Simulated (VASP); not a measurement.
Input of a VASP 6.6.1 run:

POSCAR

```
CdS
1.0
    0.0000000000      2.7724455593      2.7724455593
    2.7724455593      0.0000000000      2.7724455593
    2.7724455593      2.7724455593      0.0000000000
Cd S
1 1
Direct
   -0.0106154634      0.0106154634      0.0106154634
    0.5372216687      0.4627783313      0.4627783313
```

The input INCAR.step1:

```
SYSTEM = CdS
PREC = Accurate ; ENCUT = 520
ISMEAR = 0 ; SIGMA = 0.05
LREAL = .False. ; LASPH = .True.
NELM = 100 ; NBANDS = 16
GGA = PE ; ALGO = Normal
EDIFF = 1E-4 ; LWAVE = .True.
LCHARG = .False.
```

INCAR.step2

```
SYSTEM = CdS
PREC = Accurate ; ENCUT = 520
EDIFF = 1E-7 ; ISMEAR = 0
SIGMA = 0.05 ; LREAL = .False.
LASPH = .True. ; NELM = 100
ALGO = Normal ; ISIF = 2
LWAVE = .False. ; LCHARG = .False.
METAGGA = R2SCAN ; LMIXTAU = .True.
NBANDS = 16 ; ISTART = 1
```

Contents of KPOINTS:

```
Automatic mesh
0
Gamma
  8 8 8
  0 0 0
```

Potentials or basis: VASP PAW PBE potentials, release 64 (Cd, S).

Command:

```console
$ cat potpaw_PBE.64/Cd/POTCAR potpaw_PBE.64/S/POTCAR > POTCAR
$ cp INCAR.step1 INCAR
$ mpirun -np 1 vasp_std > vasp.out
$ cp INCAR.step2 INCAR
$ mpirun -np 1 vasp_std > vasp.out
```

Q: Predict the band gap on the k mesh.

A: 0.85 eV, indirect (least direct gap 1.95 eV).

Q: Predict the pressure.

A: -1.4 GPa.

Q: Predict the largest force.

A: 0.571 eV/Å.

Stress tensor (GPa, compression positive):
```
 2.80  0.00  0.00
 0.00 -3.48  0.00
 0.00  0.00 -3.48
```

Caveat: the PAW data sets were made with another functional, which shifts forces and pressure a little. A k mesh can miss the band edges.
